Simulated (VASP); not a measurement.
# BiTe (I4mm) in VASP: single point with PBE

Aim: the single point of BiTe with PBE.

All numbers are computed with VASP 6.6.1; they aren't measurements. Logs are shortened: lines on timing, memory, paths and dates and some standing lists are left out, and cuts for length are marked.

**1. The cell of the first run**

It takes space group I4mm (No. 107, tetragonal). Conventional cell: a = 4.575 Å, b = 4.575 Å, c = 6.470 Å, α = 90.00°, β = 90.00°, γ = 90.00°. Within 4.1 Å of Bi (site symmetry 4mm) lie 6 Te at 3.14 to 3.33 Å. Within 4.1 Å of Te (site symmetry 4mm) lie 6 Bi at 3.14 to 3.33 Å.

**2. Single point, PBE**

Contents of INCAR:

```
PREC = Accurate
ENCUT = 520
EDIFF = 1E-6
ISMEAR = -1
SIGMA = 0.1
LREAL = F
LASPH = T
NELM = 60
ALGO = Normal
ISIF = 2
LWAVE = F
LCHARG = F
GGA = PE
NBANDS = 18
```

Contents of KPOINTS:

```
regular mesh
0
Gamma
  6 6 6
```

Contents of POSCAR:

```
BiTe
1.0
    0.0000000000      3.2350000000      3.2350000000
    3.2350000000      0.0000000000      3.2350000000
    3.2350000000      3.2350000000      0.0000000000
Bi Te
1 1
Direct
   -0.0154559505     -0.0154559505      0.0154559505
    0.5000000000      0.5000000000      0.5000000000
```

Potentials or basis: VASP PAW PBE potentials, release 64 (Bi_d, Te).

Run with:

```console
cat potpaw_PBE.64/Bi_d/POTCAR potpaw_PBE.64/Te/POTCAR > POTCAR
mpirun -np 1 vasp_std > vasp.out
```

OUTCAR:

```text
PREC = Accurate
   ENCUT = 520
   EDIFF = 1E-6
   ISMEAR = -1
   LREAL = F
   LASPH = T
   NELM = 60
   ISIF = 2
   GGA = PE

 ion  position               nearest neighbor table
   1  0.985  0.985  0.015-   2 3.14   2 3.24   2 3.24   2 3.24   2 3.24   2 3.33
   2  0.500  0.500  0.500-   1 3.14   1 3.24   1 3.24   1 3.24   1 3.24   1 3.33

  LATTYP: Found a face centered cubic cell.
 ALAT       =     6.4700000000

  Lattice vectors:

 A1 = (   0.0000000000,   3.2350000000,   3.2350000000)
 A2 = (   3.2350000000,   0.0000000000,   3.2350000000)
 A3 = (   3.2350000000,   3.2350000000,   0.0000000000)

Analysis of symmetry for initial positions (statically):
=====================================================================
 Subroutine PRICEL returns:
 Original cell was already a primitive cell.

 Routine SETGRP: Setting up the symmetry group for a
 face centered cubic supercell.

 Subroutine GETGRP returns: Found  8 space group operations
 (whereof  8 operations were pure point group operations)
 out of a pool of 48 trial point group operations.

The static configuration has the point symmetry C_4v.

Analysis of symmetry for dynamics (positions and initial velocities):
=====================================================================
 Subroutine PRICEL returns:
 Original cell was already a primitive cell.

 Routine SETGRP: Setting up the symmetry group for a
 face centered cubic supercell.

 Subroutine GETGRP returns: Found  8 space group operations
 (whereof  8 operations were pure point group operations)
 out of a pool of 48 trial point group operations.

The dynamic configuration has the point symmetry C_4v.

 Subroutine INISYM returns: Found  8 space group operations
 (whereof  8 operations are pure point group operations),
 and found     1 'primitive' translations

----------------------------------------------------------------------------------------

                                     Primitive cell

  volume of cell :      67.7100

  direct lattice vectors                    reciprocal lattice vectors
     0.000000000  3.235000000  3.235000000    -0.154559505  0.154559505  0.154559505
     3.235000000  0.000000000  3.235000000     0.154559505 -0.154559505  0.154559505
     3.235000000  3.235000000  0.000000000     0.154559505  0.154559505 -0.154559505

  length of vectors
     4.574980874  4.574980874  4.574980874     0.267704916  0.267704916  0.267704916

  position of ions in fractional coordinates (direct lattice)
     0.984544050  0.984544050  0.015455950
     0.500000000  0.500000000  0.500000000

  ion indices of the primitive-cell ions
   primitive index   ion index
                 1           1
                 2           2

----------------------------------------------------------------------------------------

 KPOINTS: regular mesh

Automatic generation of k-mesh.
 Grid dimensions read from file:
 generate k-points for:    6    6    6

 Generating k-lattice:

  Cartesian coordinates                     Fractional coordinates (reciprocal lattice)
    -0.025759918  0.025759918  0.025759918     0.166666667  0.000000000  0.000000000
     0.025759918 -0.025759918  0.025759918     0.000000000  0.166666667  0.000000000
     0.025759918  0.025759918 -0.025759918     0.000000000  0.000000000  0.166666667

  Length of vectors
     0.044617486  0.044617486  0.044617486

  Shift w.r.t. Gamma in fractional coordinates (k-lattice)
     0.000000000  0.000000000  0.000000000

 Subroutine IBZKPT returns following result:
 ===========================================

 Found     30 irreducible k-points:

 Following reciprocal coordinates:
            Coordinates               Weight
  0.000000  0.000000  0.000000      1.000000
  0.166667  0.000000  0.000000      8.000000
  0.333333  0.000000  0.000000      8.000000
  0.500000  0.000000  0.000000      4.000000
  0.166667  0.166667  0.000000      2.000000
  0.000000  0.166667  0.166667      4.000000
[... 16 lines left out ...]
  0.500000  0.333333  0.166667      8.000000
  0.166667  0.500000  0.333333      8.000000
 [... further k-points ...]
   k-points           NKPTS =     30   k-points in BZ     NKDIM =     30   number of bands    NBANDS=     18
   number of dos      NEDOS =    301   number of ions     NIONS =      2
   total plane-waves  NPLWV =  46656
   dimension x,y,z NGX =    36 NGY =   36 NGZ =   36
   dimension x,y,z NGXF=    72 NGYF=   72 NGZF=   72
   ions per type =               1   1
   NGX,Y,Z   is equivalent  to a cutoff of  13.08, 13.08, 13.08 a.u.
   NGXF,Y,Z  is equivalent  to a cutoff of  26.16, 26.16, 26.16 a.u.
 SYSTEM =  unknown system
   PREC   = accura    normal or accurate (medium, high low for compatibility)
   ISTART =      0    job   : 0-new  1-cont  2-samecut
   ICHARG =      2    charge: 1-file 2-atom 10-const
   ISPIN  =      1    spin polarized calculation?
   LNONCOLLINEAR =      F non collinear calculations
   LSORBIT =      F    spin-orbit coupling
   LASPH  =      T    aspherical Exc in radial PAW
   ENCUT  =  520.0 eV  38.22 Ry    6.18 a.u.   8.51  8.51  8.51*2*pi/ulx,y,z
   NELM   =     60;   NELMIN=  2; NELMDL= -5     # of ELM steps
   EDIFF  = 0.1E-05   stopping-criterion for ELM
   LREAL  =      F    real-space projection
   EDIFFG = 0.1E-04   stopping-criterion for IOM
   NSW    =      0    number of steps for IOM
   IBRION =     -1    ionic relax: 0-MD 1-quasi-New 2-CG
   NFREE  =      0    steps in history (QN), initial steepest desc. (CG)
   ISIF   =      2    stress and relaxation
   ISYM   =      2    0-nonsym 1-usesym 2-fastsym
   POTIM  = 0.5000    time-step for ionic-motion
   TEBEG  =    0.0;   TEEND  =   0.0 temperature during run
   PSTRESS=    0.0 pullay stress
   NELECT =      21.0000    total number of electrons
   NUPDOWN=      -1.0000    fix difference up-down
   EMIN   =  10.00;   EMAX   =-10.00  energy-range for DOS
   EFERMI =   0.00;   METHOD = LEGACY
   ISMEAR =    -1;   SIGMA  =   0.10  broadening in eV -4-tet -1-fermi 0-gaus
   EFERMI_NEDOS =   21; number of points for ismear=-14 and -15
   IALGO  =     38    algorithm
   IMIX   =      4    mixing-type and parameters
     AMIX     =   0.40;   BMIX     =  1.00
     AMIX_MAG =   1.60;   BMIX_MAG =  1.00
  volume/ion in A,a.u.               =      33.86       228.46
  Fermi-wavevector in a.u.,A,eV,Ry     =   1.108146  2.094092 16.707785  1.227988
  Thomas-Fermi vector in A             =   2.244669
   LORBIT       =      0    0 simple, 1 ext, 2 COOP (PROOUT), +10 PAW based schemes
   GGA     = PE    functional components
   LHFCALC =     F    Hartree Fock is set to
   AEXX    =    0.0000 exact exchange contribution
   IVDW    =     0    specifies the selected vdW correction
   LEPSILON=     F    determine dielectric tensor
   LRPA    =     F    only Hartree local field effects (RPA)
 non-spin polarized calculation
  energy-cutoff  :      520.00
  volume of cell :       67.71
 maximum number of plane-waves:      1853
 NGX is ok and might be reduce to    36
   NGX = 17   NGY = 17   NGZ = 17

 number of electron      21.0000000 magnetization

 Free energy of the ion-electron system (eV)
  ---------------------------------------------------
  ext. energy  EPLUGINS =         0.00000000
  ---------------------------------------------------
  free energy    TOTEN  =        -7.17936360 eV

  energy without entropy =       -7.12554950  energy(sigma->0) =       -7.15245655

 E-fermi :   6.6270     XC(G=0):  -9.4322

 val. band max:        6.5961548568   @ k =   0.0000  -0.1667   0.1667
 cond. band min:       6.6918070021   @ k =   0.3333   0.0000   0.0000
 fundamental gap:      0.0956521453
 Fermi energy:         6.6269646678

 k-point     1 :       0.0000    0.0000    0.0000
  band No.  band energies     occupation
      1     -16.4998      2.00000
      2     -16.4938      2.00000
      3     -16.4938      2.00000
      4     -16.4911      2.00000
      5     -16.4882      2.00000
      6      -6.8823      2.00000
[... 10 lines left out ...]
     17      12.7565      0.00000
     18      13.2016      0.00000

 k-point     2 :       0.1667    0.0000    0.0000
  band No.  band energies     occupation
      1     -16.5007      2.00000
      2     -16.4934      2.00000
      3     -16.4930      2.00000
      4     -16.4909      2.00000
      5     -16.4870      2.00000
      6      -6.6354      2.00000
[... 10 lines left out ...]
     17      14.2216      0.00000
     18      14.5922      0.00000

 k-point     3 :       0.3333    0.0000    0.0000
  band No.  band energies     occupation
      1     -16.5029      2.00000
      2     -16.4956      2.00000
      3     -16.4916      2.00000
      4     -16.4876      2.00000
      5     -16.4843      2.00000
      6      -5.9172      2.00000
[... 10 lines left out ...]
     17      16.1226      0.00000
     18      17.1484      0.00000

 k-point     4 :       0.5000    0.0000    0.0000
  band No.  band energies     occupation
      1     -16.5041      2.00000
      2     -16.4968      2.00000
      3     -16.4909      2.00000
      4     -16.4857      2.00000
      5     -16.4827      2.00000
      6      -4.9836      2.00000
[... 375 lines left out ...]
      4     -16.4833      2.00000
      5     -16.4777      2.00000
      6      -5.1347      2.00000
[... 10 lines left out ...]
     17      16.2837      0.00000
     18      17.1185      0.00000

 k-point    23 :       0.5000    0.3333    0.1667
  band No.  band energies     occupation
      1     -16.5077      2.00000
      2     -16.4920      2.00000
      3     -16.4880      2.00000
      4     -16.4865      2.00000
      5     -16.4859      2.00000
      6      -5.3993      2.00000
[... 10 lines left out ...]
     17      14.9243      0.00000
     18      16.3909      0.00000

 k-point    24 :       0.1667    0.5000    0.3333
  band No.  band energies     occupation
      1     -16.5024      2.00000
      2     -16.4967      2.00000
      3     -16.4933      2.00000
      4     -16.4871      2.00000
      5     -16.4806      2.00000
      6      -5.4123      2.00000
[... 10 lines left out ...]
     17      14.9275      0.00000
     18      16.3749      0.00000

 [... further k-points ...]

------------------------ aborting loop because EDIFF is reached ----------------------------------------

  FORCE on cell =-STRESS in cart. coord.  units (eV):
  Direction    XX          YY          ZZ          XY          YZ          ZX
  --------------------------------------------------------------------------------------
  -------------------------------------------------------------------------------------
  Total        0.3889846      0.3889846      0.4565167      0.0000000      0.0000000      0.0000000
  in kB        9.2042863      9.2042863     10.8022552      0.0000000      0.0000000      0.0000000
  external PRESSURE =       9.7369426 kB  Pullay stress =       0.0000000 kB

 VOLUME and BASIS-vectors are now :
 -----------------------------------------------------------------------------
  energy-cutoff  :      520.00
  volume of cell :       67.71
      direct lattice vectors                 reciprocal lattice vectors
     0.000000000  3.235000000  3.235000000    -0.154559505  0.154559505  0.154559505
     3.235000000  0.000000000  3.235000000     0.154559505 -0.154559505  0.154559505
     3.235000000  3.235000000  0.000000000     0.154559505  0.154559505 -0.154559505

 POSITION                                       TOTAL-FORCE (eV/Angst)
 -----------------------------------------------------------------------------------
      3.23500      3.23500      6.37000         0.000000      0.000000      0.297308
      3.23500      3.23500      3.23500         0.000000      0.000000     -0.297308
 -----------------------------------------------------------------------------------
    total drift:                               -0.000000     -0.000000     -0.000236

  FREE ENERGIE OF THE ION-ELECTRON SYSTEM (eV)
  ---------------------------------------------------
  free  energy   TOTEN  =        -7.1793635991 eV

  energy  without entropy=       -7.1255495005  energy(sigma->0) =       -7.15245655
```

It took 57 s on 1 thread of AMD EPYC 7R13, shared host; peak memory 0.19 GiB.

Results:

| Property | Result |
| --- | --- |
| Free energy | -7.1794 eV |
| Pressure | 1.0 GPa |
| Largest force | 0.297 eV/Å |
| Band gap on the k mesh | zero (an odd number of electrons rules out a gap without spin polarisation) |

Forces on the atoms (eV/Å):
```
Bi   0.000  0.000  0.297
Te   0.000  0.000 -0.297
```

Stress tensor (GPa, compression positive):
```
0.92 0.00 0.00
0.00 0.92 0.00
0.00 0.00 1.08
```

Caveat: spin-orbit coupling is left out, which moves the levels of the heavy elements.
